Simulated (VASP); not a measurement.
A run of VASP 6.6.1:

File INCAR:

```
  PREC = Accurate
  ENCUT = 520
  EDIFF = 1E-6
  ISMEAR = -1
  SIGMA = 0.05
  LREAL = F
  LASPH = T
  NELM = 100
  ALGO = Normal
  ISIF = 2
  LWAVE = F
  LCHARG = F
  GGA = PS
  IVDW = 12
  NBANDS = 25
```

File KPOINTS:

```
Automatic mesh
0
Gamma
  9 9 9
```

File POSCAR:

```
CO2
1.0
   -1.9520737058      1.9520737058      2.9653472692
    1.9520737058     -1.9520737058      2.9653472692
    1.9520737058      1.9520737058     -2.9653472692
O C
4 2
Direct
    0.8750000000      0.9563623027      0.5813623027
    0.3750000000      0.2936376973      0.4186376973
    0.0436376973      0.6250000000      0.9186376973
    0.7063623027      0.1250000000      0.0813623027
    0.0000000000      0.0000000000      0.0000000000
    0.7500000000      0.2500000000      0.5000000000
```

Potentials or basis: VASP PAW PBE potentials, release 64 (O, C).

The run is started by

```bash
$ cat potpaw_PBE.64/O/POTCAR potpaw_PBE.64/C/POTCAR > POTCAR
$ mpirun -np 1 vasp_std > vasp.out
```

Hardware: 1 thread of Oxide Virtual Turin-like Processor, on a shared host.

Task: How long does it take, and how much memory?

Result: Run time: 100 s on 1 thread of Oxide Virtual Turin-like Processor, on a shared host, peak memory 0.19 GiB. Counts: scf iterations 13, k points 75.
